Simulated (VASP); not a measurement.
Input of a VASP 6.6.1 run:

The input INCAR:

```
PREC = Accurate
ENCUT = 520
EDIFF = 1E-6
ISMEAR = -1
SIGMA = 0.05
LREAL = False
LASPH = True
NELM = 150
ALGO = Normal
ISIF = 2
LWAVE = False
LCHARG = False
MAGMOM = 0 0 0 0 0 0 0 0 0 0 0 0
LORBIT = 11
LSORBIT = True
GGA_COMPAT = False
LORBMOM = True
LMAXMIX = 4
GGA = PS
NBANDS = 58
```

File KPOINTS:

```
Automatic mesh
0
Gamma
  9 9 9
```

POSCAR

```
Ta3Cu
1.0
   -2.0065070000      2.0065070000      4.2081700000
    2.0065070000     -2.0065070000      4.2081700000
    2.0065070000      2.0065070000     -4.2081700000
Ta Cu
3 1
Direct
    0.5000000000      0.5000000000      0.0000000000
    0.2500000000      0.7500000000      0.5000000000
    0.7500000000      0.2500000000      0.5000000000
    0.0000000000      0.0000000000      0.0000000000
```

Potentials or basis: VASP PAW PBE potentials, release 64 (Ta_pv, Cu).

Launch:

```sh
$ cat potpaw_PBE.64/Ta_pv/POTCAR potpaw_PBE.64/Cu/POTCAR > POTCAR
$ mpirun -np 1 vasp_ncl > vasp.out
```

Task: Predict the pressure.

Result: -6.0 GPa.

Task: What does it give for the net moment?

Result: 0.00 μB per cell.

Moments on the atoms (μB; x, y, z):
```
Ta  0.00 0.00 0.00
Ta  0.00 0.00 0.00
Ta  0.00 0.00 0.00
Cu  0.00 0.00 0.00
```

Caveat: the cell stands under tension; the PAW data sets were made with another functional, which shifts forces and pressure a little.
